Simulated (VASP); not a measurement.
# ZrB (Fm-3m) in VASP: notebook, part 2 of 2

VASP 6.6.1.

## (5) Single point, revPBE+D4

This run uses another cell than the first one, of 14.36 Å³/atom, 1.120 times its volume.

File INCAR:

```
SYSTEM = ZrB
ALGO = Normal ; EDIFF = 1E-6
ENCUT = 520 ; GGA = RE
ISIF = 2 ; ISMEAR = -1
IVDW = 13 ; LASPH = .TRUE.
LCHARG = .FALSE. ; LREAL = .FALSE.
LWAVE = .FALSE. ; NBANDS = 14
NELM = 80 ; PREC = Accurate
SIGMA = 0.05
```

File KPOINTS:

```
k-points
0
G
  10 10 10
  0 0 0
```

File POSCAR:

```
ZrB
1.0
    0.0000000000      2.4304392889      2.4304392889
    2.4304392889      0.0000000000      2.4304392889
    2.4304392889      2.4304392889      0.0000000000
Zr B
1 1
Direct
    0.0000000000      0.0000000000      0.0000000000
    0.5000000000      0.5000000000      0.5000000000
```

Potentials or basis: VASP PAW PBE potentials, release 64 (Zr_sv, B).

The run is started by

```sh
$ cat potpaw_PBE.64/Zr_sv/POTCAR potpaw_PBE.64/B/POTCAR > POTCAR
$ mpirun -np 1 vasp_std > vasp.out
```

OUTCAR:

```text
SYSTEM = ZrB
   EDIFF = 1E-6
   ENCUT = 520
   GGA = RE
   ISIF = 2
   ISMEAR = -1
   IVDW = 13
   LASPH = .TRUE.
   LREAL = .FALSE.
   NELM = 80
   PREC = Accurate

 ion  position               nearest neighbor table
   1  0.000  0.000  0.000-   2 2.43   2 2.43   2 2.43   2 2.43   2 2.43   2 2.43
   2  0.500  0.500  0.500-   1 2.43   1 2.43   1 2.43   1 2.43   1 2.43   1 2.43

  LATTYP: Found a face centered cubic cell.
 ALAT       =     4.8608785778

  Lattice vectors:

 A1 = (   0.0000000000,   2.4304392889,   2.4304392889)
 A2 = (   2.4304392889,   0.0000000000,   2.4304392889)
 A3 = (   2.4304392889,   2.4304392889,   0.0000000000)

Analysis of symmetry for initial positions (statically):
=====================================================================
 Subroutine PRICEL returns:
 Original cell was already a primitive cell.

 Routine SETGRP: Setting up the symmetry group for a
 face centered cubic supercell.

 Subroutine GETGRP returns: Found 48 space group operations
 (whereof 48 operations were pure point group operations)
 out of a pool of 48 trial point group operations.

The static configuration has the point symmetry O_h .

Analysis of symmetry for dynamics (positions and initial velocities):
=====================================================================
 Subroutine PRICEL returns:
 Original cell was already a primitive cell.

 Routine SETGRP: Setting up the symmetry group for a
 face centered cubic supercell.

 Subroutine GETGRP returns: Found 48 space group operations
 (whereof 48 operations were pure point group operations)
 out of a pool of 48 trial point group operations.

The dynamic configuration has the point symmetry O_h .

 Subroutine INISYM returns: Found 48 space group operations
 (whereof 48 operations are pure point group operations),
 and found     1 'primitive' translations

----------------------------------------------------------------------------------------

                                     Primitive cell

  volume of cell :      28.7134

  direct lattice vectors                    reciprocal lattice vectors
     0.000000000  2.430439289  2.430439289    -0.205724127  0.205724127  0.205724127
     2.430439289  0.000000000  2.430439289     0.205724127 -0.205724127  0.205724127
     2.430439289  2.430439289  0.000000000     0.205724127  0.205724127 -0.205724127

  length of vectors
     3.437160205  3.437160205  3.437160205     0.356324640  0.356324640  0.356324640

  position of ions in fractional coordinates (direct lattice)
     0.000000000  0.000000000  0.000000000
     0.500000000  0.500000000  0.500000000

  ion indices of the primitive-cell ions
   primitive index   ion index
                 1           1
                 2           2

----------------------------------------------------------------------------------------

 KPOINTS: k-points

Automatic generation of k-mesh.
 Grid dimensions read from file:
 generate k-points for:   10   10   10

 Generating k-lattice:

  Cartesian coordinates                     Fractional coordinates (reciprocal lattice)
    -0.020572413  0.020572413  0.020572413     0.100000000  0.000000000  0.000000000
     0.020572413 -0.020572413  0.020572413     0.000000000  0.100000000  0.000000000
     0.020572413  0.020572413 -0.020572413     0.000000000  0.000000000  0.100000000

  Length of vectors
     0.035632464  0.035632464  0.035632464

[... 37 lines left out ...]
   total plane-waves  NPLWV =  21952
   dimension x,y,z NGX =    28 NGY =   28 NGZ =   28
   dimension x,y,z NGXF=    56 NGYF=   56 NGZF=   56
   ions per type =               1   1
   NGX,Y,Z   is equivalent  to a cutoff of  13.54, 13.54, 13.54 a.u.
   NGXF,Y,Z  is equivalent  to a cutoff of  27.09, 27.09, 27.09 a.u.
 SYSTEM =  ZrB
   PREC   = accura    normal or accurate (medium, high low for compatibility)
   ISTART =      0    job   : 0-new  1-cont  2-samecut
   ICHARG =      2    charge: 1-file 2-atom 10-const
   ISPIN  =      1    spin polarized calculation?
   LNONCOLLINEAR =      F non collinear calculations
   LSORBIT =      F    spin-orbit coupling
   LASPH  =      T    aspherical Exc in radial PAW
   ENCUT  =  520.0 eV  38.22 Ry    6.18 a.u.   6.39  6.39  6.39*2*pi/ulx,y,z
   NELM   =     80;   NELMIN=  2; NELMDL= -5     # of ELM steps
   EDIFF  = 0.1E-05   stopping-criterion for ELM
   LREAL  =      F    real-space projection
   EDIFFG = 0.1E-04   stopping-criterion for IOM
   NSW    =      0    number of steps for IOM
   IBRION =     -1    ionic relax: 0-MD 1-quasi-New 2-CG
   NFREE  =      0    steps in history (QN), initial steepest desc. (CG)
   ISIF   =      2    stress and relaxation
   ISYM   =      2    0-nonsym 1-usesym 2-fastsym
   POTIM  = 0.5000    time-step for ionic-motion
   TEBEG  =    0.0;   TEEND  =   0.0 temperature during run
   PSTRESS=    0.0 pullay stress
   NELECT =      15.0000    total number of electrons
   NUPDOWN=      -1.0000    fix difference up-down
   EMIN   =  10.00;   EMAX   =-10.00  energy-range for DOS
   EFERMI =   0.00;   METHOD = LEGACY
   ISMEAR =    -1;   SIGMA  =   0.05  broadening in eV -4-tet -1-fermi 0-gaus
   EFERMI_NEDOS =   21; number of points for ismear=-14 and -15
   IALGO  =     38    algorithm
   IMIX   =      4    mixing-type and parameters
     AMIX     =   0.40;   BMIX     =  1.00
     AMIX_MAG =   1.60;   BMIX_MAG =  1.00
  volume/ion in A,a.u.               =      14.36        96.88
  Fermi-wavevector in a.u.,A,eV,Ry     =   1.318491  2.491587 23.652617  1.738418
  Thomas-Fermi vector in A             =   2.448457
   LORBIT       =      0    0 simple, 1 ext, 2 COOP (PROOUT), +10 PAW based schemes
   GGA     = RE    functional components
   LHFCALC =     F    Hartree Fock is set to
   AEXX    =    0.0000 exact exchange contribution
   IVDW    =    13    specifies the selected vdW correction
   LEPSILON=     F    determine dielectric tensor
   LRPA    =     F    only Hartree local field effects (RPA)
 non-spin polarized calculation
  energy-cutoff  :      520.00
  volume of cell :       28.71
 maximum number of plane-waves:       785
 NGX is ok and might be reduce to    28
   NGX = 13   NGY = 13   NGZ = 13

 number of electron      15.0000000 magnetization

 Free energy of the ion-electron system (eV)
  ---------------------------------------------------
  ext. energy  EPLUGINS =         0.00000000
  ---------------------------------------------------
  free energy    TOTEN  =       -15.41408476 eV

  energy without entropy =      -15.40224183  energy(sigma->0) =      -15.40816329

 E-fermi :   7.7596     XC(G=0): -11.5550

 val. band max:        7.7524618257   @ k =  -0.2000   0.1000   0.0000
 cond. band min:       7.7718192525   @ k =   0.3000   0.2000   0.1000
 fundamental gap:      0.0193574268
 Fermi energy:         7.7595512321

 k-point     1 :       0.0000    0.0000    0.0000
  band No.  band energies     occupation
      1     -39.6163      2.00000
      2     -17.4321      2.00000
      3     -17.4321      2.00000
      4     -17.4321      2.00000
      5      -0.3569      2.00000
      6       9.5532      0.00000
      7       9.5532      0.00000
      8       9.5532      0.00000
      9      10.9906      0.00000
     10      10.9906      0.00000
     11      11.2658      0.00000
     12      11.2658      0.00000
     13      11.2658      0.00000
     14      18.5059      0.00000
[... 377 lines left out ...]
      1     -39.5464      2.00000
      2     -17.8681      2.00000
      3     -17.6087      2.00000
      4     -17.5904      2.00000
      5       1.7428      2.00000
      6       6.0499      2.00000
      7       7.1937      1.99998
      8       8.9183      0.00000
      9       9.6478      0.00000
     10      12.6012      0.00000
     11      13.9843      0.00000
     12      14.2236      0.00000
     13      17.6849      0.00000
     14      19.9729      0.00000

 [... further k-points ...]

------------------------ aborting loop because EDIFF is reached ----------------------------------------

  DFT-D4 for vdW energy calculation

  Edisp (eV):   -0.92447

  FORCE on cell =-STRESS in cart. coord.  units (eV):
  Direction    XX          YY          ZZ          XY          YZ          ZX
  --------------------------------------------------------------------------------------
  -------------------------------------------------------------------------------------
  Total       0.01405     0.01405     0.01405     0.00000     0.00000    -0.00000
  in kB       0.78383     0.78383     0.78383     0.00000     0.00000    -0.00000
  external pressure =        0.78 kB  Pullay stress =        0.00 kB

 VOLUME and BASIS-vectors are now :
 -----------------------------------------------------------------------------
  energy-cutoff  :      520.00
  volume of cell :       28.71
      direct lattice vectors                 reciprocal lattice vectors
     0.000000000  2.430439289  2.430439289    -0.205724127  0.205724127  0.205724127
     2.430439289  0.000000000  2.430439289     0.205724127 -0.205724127  0.205724127
     2.430439289  2.430439289  0.000000000     0.205724127  0.205724127 -0.205724127

 POSITION                                       TOTAL-FORCE (eV/Angst)
 -----------------------------------------------------------------------------------
      0.00000      0.00000      0.00000         0.000000     -0.000000     -0.000000
      2.43044      2.43044      2.43044        -0.000000      0.000000      0.000000
 -----------------------------------------------------------------------------------
    total drift:                               -0.000000      0.000000      0.000000

  FREE ENERGIE OF THE ION-ELECTRON SYSTEM (eV)
  ---------------------------------------------------
  free  energy   TOTEN  =       -16.3385548802 eV

  energy  without entropy=      -16.3267119478  energy(sigma->0) =      -16.33263341
```

stdout:

```text
POSCAR found type information on POSCAR ZrB
 POSCAR found :  2 types and       2 ions
 scaLAPACK will be used
 -----------------------------------------------------------------------------
|                                                                             |
|                                                                             |
|     You enforced a specific xc type in the INCAR file but a different       |
|     I HOPE YOU KNOW WHAT YOU ARE DOING!                                     |
|                                                                             |
 -----------------------------------------------------------------------------

 LDA part: xc-table for (Slater+PW92), standard interpolation
 POSCAR, INCAR and KPOINTS ok, starting setup
 FFT: planning ... GRIDC
 FFT: planning ... GRID_SOFT
 FFT: planning ... GRID
 WAVECAR not read
 entering main loop
```

Wall time 13 s (1 thread of Intel Xeon Platinum 8488C (Sapphire Rapids), shared host); peak memory 0.16 GiB.

Results:

- Free energy: -16.3386 eV
- Pressure: 0.1 GPa
- Dispersion energy per atom: -0.462 eV

Levels at points of the mesh, in eV from the Fermi level:
| k point | band 5 | band 6 | band 7 | band 8 | band 9 | band 10 | band 11 | band 12 |
| --- | --- | --- | --- | --- | --- | --- | --- | --- |
| (0.00, 0.00, 0.00) | -8.12 | 1.79 | 1.79 | 1.79 | 3.23 | 3.23 | 3.51 | 3.51 |
| (0.50, 0.00, 0.00) | -4.15 | -3.86 | -1.19 | -1.19 | 4.98 | 4.98 | 6.31 | 7.60 |
| (0.50, 0.50, 0.00) | -6.19 | -0.81 | -0.73 | 2.13 | 2.13 | 4.70 | 5.93 | 5.93 |

Caveat: the PAW data sets were made with another functional, which shifts forces and pressure a little; pairwise dispersion overbinds metals, which lowers pressure and volume.

## (6) Single point, BLYP+D3(BJ)

This run uses another cell than the first one, of 14.32 Å³/atom, 1.117 times its volume.

File INCAR:

```
AGGAC = 1.0 ; AGGAX = 1.0
ALDAC = 0.0 ; ALDAX = 1.0
ALGO = Normal ; EDIFF = 1E-6
ENCUT = 520 ; GGA = B5
ISIF = 2 ; ISMEAR = -1
IVDW = 12 ; LASPH = T
LCHARG = F ; LREAL = F
LWAVE = F ; NBANDS = 14
NELM = 60 ; PREC = Accurate
SIGMA = 0.05 ; VDW_A1 = 0.4298
VDW_A2 = 4.2359 ; VDW_S6 = 1.0
VDW_S8 = 2.6996
```

File KPOINTS:

```
k-points
0
Gamma
  10 10 10
```

File POSCAR:

```
ZrB
1.0
    0.0000000000      2.4281392650      2.4281392650
    2.4281392650      0.0000000000      2.4281392650
    2.4281392650      2.4281392650      0.0000000000
Zr B
1 1
Direct
    0.0000000000      0.0000000000      0.0000000000
    0.5000000000      0.5000000000      0.5000000000
```

Potentials or basis: VASP PAW PBE potentials, release 64 (Zr_sv, B).

The run is started by

```sh
$ cat potpaw_PBE.64/Zr_sv/POTCAR potpaw_PBE.64/B/POTCAR > POTCAR
$ mpirun -np 1 vasp_std > vasp.out
```

It took 16 s on 1 thread of Intel Xeon Platinum 8488C (Sapphire Rapids), shared host; peak memory 0.17 GiB.

Results (log left out):

```
Free energy                : -15.9934 eV
Pressure                   : 0.4 GPa
Dispersion energy per atom : -0.923 eV
```

Levels at points of the mesh, in eV from the Fermi level:
```tsv
k point	band 6	band 7	band 8	band 9	band 10	band 11
(0.00, 0.00, 0.00)	1.78	1.78	1.78	3.18	3.18	3.41
(0.50, 0.00, 0.00)	-3.74	-1.23	-1.23	4.87	4.87	6.20
(0.50, 0.50, 0.00)	-0.71	-0.58	2.12	2.12	4.60	5.79
```

Caveat: the PAW data sets were made with another functional, which shifts forces and pressure a little; pairwise dispersion overbinds metals, which lowers pressure and volume.

## (7) The runs side by side

| level | potentials or basis | cell | gap on the mesh (eV) | pressure (GPa) |
| --- | --- | --- | --- | --- |
| LDA | VASP PAW LDA potentials, release 64 (Zr_sv, B) | a = 3.310 Å, angles 60.0°, 2 atoms | none | 20.4 |
| PBE | VASP PAW PBE potentials, release 64 (Zr_sv, B) | a = 3.288 Å, angles 60.0°, 2 atoms | none | 34.8 |
| revPBE+D3(BJ) | VASP PAW PBE potentials, release 64 (Zr_sv, B) | a = 3.422 Å, angles 60.0°, 2 atoms | none | 0.1 |
| revPBE+D4 | VASP PAW PBE potentials, release 64 (Zr_sv, B) | a = 3.437 Å, angles 60.0°, 2 atoms | none | 0.1 |
| BLYP+D3(BJ) | VASP PAW PBE potentials, release 64 (Zr_sv, B) | a = 3.434 Å, angles 60.0°, 2 atoms | none | 0.4 |

Alike in all rows: task single point; no spin polarisation; k mesh 10 × 10 × 10; cutoff (eV) 520; smearing fermi-dirac 0.05 eV.

Caveats: the PAW data sets were made with another functional, which shifts forces and pressure a little (some runs); pairwise dispersion overbinds metals, which lowers pressure and volume (some runs).

Total energies depend on the potentials used, so only differences within one code and one set of settings carry meaning.
